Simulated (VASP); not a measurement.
Here is a VASP 6.6.1 calculation.

The input INCAR:

```
SYSTEM = Sn2GeP2
PREC     = Accurate       ! precision mode
ENCUT    = 520            ! plane-wave cutoff, eV
EDIFF    = 1E-6           ! SCF threshold, eV
ISMEAR   = 0              ! smearing method
SIGMA    = 0.1            ! smearing width, eV
LREAL    = .FALSE.        ! projectors in reciprocal space
LASPH    = .TRUE.         ! aspherical terms in the spheres
NELM     = 60             ! most SCF steps
ALGO     = Normal         ! electronic algorithm
ISIF     = 2              ! what is computed and relaxed
LWAVE    = .FALSE.        ! write WAVECAR
LCHARG   = .FALSE.        ! write CHGCAR
GGA      = PE             ! functional
NBANDS   = 34             ! bands
```

KPOINTS

```
regular mesh
0
G
  10 10 10
  0 0 0
```

POSCAR

```
Sn2GeP2
1.0
   -2.5702044380      2.5702044380      4.4283668980
    2.5702044380     -2.5702044380      4.4283668980
    2.5702044380      2.5702044380     -4.4283668980
Sn Ge P
2 1 2
Direct
    0.1609660537      0.1609660537      0.0000000000
    0.8390339463      0.8390339463      0.0000000000
    0.5000000000      0.5000000000      0.0000000000
    0.7500000000      0.2500000000      0.5000000000
    0.2500000000      0.7500000000      0.5000000000
```

Potentials or basis: VASP PAW PBE potentials, release 64 (Sn_d, Ge_d, P).

The run is started by

```sh
$ cat potpaw_PBE.64/Sn_d/POTCAR potpaw_PBE.64/Ge_d/POTCAR potpaw_PBE.64/P/POTCAR > POTCAR
$ mpirun -np 1 vasp_std > vasp.out
```

Task: Estimate the band gap on the k mesh.

Result: Zero (bands 26 and 27 overlap by 1.92 eV).

Task: Estimate the pressure.

Result: -0.1 GPa.

Caveat: spin-orbit coupling is left out, which moves the levels of the heavy elements.
